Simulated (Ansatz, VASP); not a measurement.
One calculation of B2Pt2Cl, two programs

INCAR

```
PREC = Accurate ; ENCUT = 520
EDIFF = 1E-6 ; ISMEAR = 0
SIGMA = 0.1 ; LREAL = F
LASPH = T ; NELM = 100
ALGO = Normal ; ISIF = 2
LWAVE = F ; LCHARG = F
GGA = PE ; NBANDS = 24
```

The input KPOINTS:

```
regular mesh
0
Gamma
  6 6 2
```

File POSCAR:

```
B2Pt2Cl
1.0
    3.3020419600      0.0000000000      0.0000000000
    0.0000000000      3.3020419600      0.0000000000
    0.0000000000      0.0000000000      7.5697714400
B Pt Cl
2 2 1
Direct
    0.5000000000      0.0000000000      0.3790750500
    0.0000000000      0.5000000000      0.3790750500
    0.5000000000      0.0000000000      0.6185500900
    0.0000000000      0.5000000000      0.6185500900
    0.0000000000      0.0000000000      0.6781538000
```

Input for Ansatz:

```yaml
crystal:
  lattice:
    - [3.30204196, 0.0, 0.0]
    - [0.0, 3.30204196, 0.0]
    - [0.0, 0.0, 7.56977144]
  atoms:
    - { symbol: B, position: [0.5, 0.0, 0.37907505] }
    - { symbol: B, position: [0.0, 0.5, 0.37907505] }
    - { symbol: Pt, position: [0.5, 0.0, 0.61855009] }
    - { symbol: Pt, position: [0.0, 0.5, 0.61855009] }
    - { symbol: Cl, position: [0.0, 0.0, 0.6781538] }
basis:
  ecutwfc: 420
kpoints:
  mp_grid: { grid: [6, 6, 2] }
hamiltonian:
  xc: pbe
scf:
  occupations: { method: gaussian, width: 0.1 }
  lower_state_search: "off"
output:
  forces: true
  stress: true
  eigenvalues: true
```

Alike in both runs: task single point; functional PBE; k mesh 6 × 6 × 2; occupations gaussian, width 0.1 eV; no spin polarisation.

|  | VASP | Ansatz |
| --- | --- | --- |
| version | VASP 6.6.1 | Ansatz 0.2.0 |
| potentials or method | VASP PAW PBE potentials, release 64 (B, Pt, Cl), cutoff 520 eV | scalar-relativistic, plane waves, PAW |
| valence electrons in the cell | 33 | 49 |

```csv
,VASP,Ansatz,Ansatz less VASP
gap on the k mesh at the Fermi level (eV),none,none,-
rms of the force components (eV/Å),10.416,10.398,-0.0182
```

Atom by atom the forces differ by 0.025 eV/Å (rms over components). A gap of «none» marks a metal or a gap that the smearing closes. VASP's potentials hold 33 valence electrons a cell and Ansatz's 49, so a difference there can come from the potentials and not from the codes.

The k mesh is coarse, so the values compare programs but aren't converged. Spin-orbit coupling is off throughout.
